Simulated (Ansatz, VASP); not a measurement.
Si2W in VASP and in Ansatz

```
Si W
1.0
     3.21129    0.00000    0.00000
     0.00000    3.21129    0.00000
     0.00000    0.00000   25.38287
Si W
6 3
Cartesian
  0.0000 0.0000 7.5761
  0.0000 0.0000 10.0912
  1.6056 1.6056 11.3874
  1.6056 1.6056 13.9955
  0.0000 0.0000 15.2916
  0.0000 0.0000 17.8068
  1.6056 1.6056 8.8194
  0.0000 0.0000 12.6914
  1.6056 1.6056 16.5635
```

Alike in both runs: functional r2SCAN; k mesh 11 × 11 × 1; occupations gaussian, width 0.1 eV; no spin polarisation.

Ansatz relaxed the structure, and its values are those at the end. VASP's run is a single point on that final structure, the one shown.

|  | VASP | Ansatz |
| --- | --- | --- |
| version | VASP 6.6.1 | Ansatz 0.2.0 |
| potentials or method | VASP PAW PBE potentials, release 64 (Si, W_sv), cutoff 520 eV | scalar-relativistic, plane waves, PAW |
| valence electrons in the cell | 66 | 66 |

VASP gave:

| Item | Value |
| --- | --- |
| gap on the k mesh at the Fermi level (eV) | none |
| rms of the force components (eV/Å) | 0.010 |
| work function, face that differs most (eV) | 4.59 |

Question: Which values does Ansatz return?

Answer: gap on the k mesh at the Fermi level (eV): none; rms of the force components (eV/Å): 0.002; work function, face that differs most (eV): 4.57.

VASP's potentials were made for PBE, not for r2SCAN. A gap of «none» marks a metal or a gap that the smearing closes. Ansatz's warnings: xc potential rough in thin density.

Spin-orbit coupling is off throughout.
